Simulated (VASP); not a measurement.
Input of a VASP 6.6.1 run:

File INCAR:

```
ALGO     = Normal         # electronic algorithm
EDIFF    = 1E-6           # SCF threshold, eV
ENCUT    = 520            # plane-wave cutoff, eV
GGA      = PE             # functional
ISIF     = 2              # what is computed and relaxed
ISMEAR   = 0              # smearing method
LASPH    = T              # aspherical terms in the spheres
LCHARG   = F              # write CHGCAR
LREAL    = F              # projectors in reciprocal space
LWAVE    = F              # write WAVECAR
NBANDS   = 27             # bands
NELM     = 100            # most SCF steps
PREC     = Accurate       # precision mode
SIGMA    = 0.1            # smearing width, eV
```

File KPOINTS:

```
k-points
0
Gamma
  6 6 4
```

File POSCAR:

```
SnGeN2
1.0
    4.5280641300      0.0000000000      0.0000000000
   -2.2640320700      3.9214185700      0.0000000000
    0.0000000000      0.0000000000      4.2476350700
Sn Ge N
1 1 2
Direct
    0.3333333300      0.6666666700      0.5000000000
    0.6666666700      0.3333333300      0.5000000000
    0.0000000000      0.0000000000      0.0000000000
    0.6666666700      0.3333333300      0.0000000000
```

Potentials or basis: VASP PAW PBE potentials, release 64 (Sn_d, Ge_d, N).

Run with:

```bash
$ cat potpaw_PBE.64/Sn_d/POTCAR potpaw_PBE.64/Ge_d/POTCAR potpaw_PBE.64/N/POTCAR > POTCAR
$ mpirun -np 1 vasp_std > vasp.out
```

Estimate the band gap on the k mesh.

zero (band 19 reaches 4.32 eV, above the bottom of band 20 at 3.64 eV).

What does it give for the pressure?

-7.1 GPa.

Stress tensor (GPa, compression positive):
```
 -3.53   0.00   0.00
  0.00  -3.53   0.00
  0.00   0.00 -14.27
```

Caveat: the k points lie up to 0.37 Å⁻¹ apart; spin-orbit coupling is left out, which moves the levels of the heavy elements.
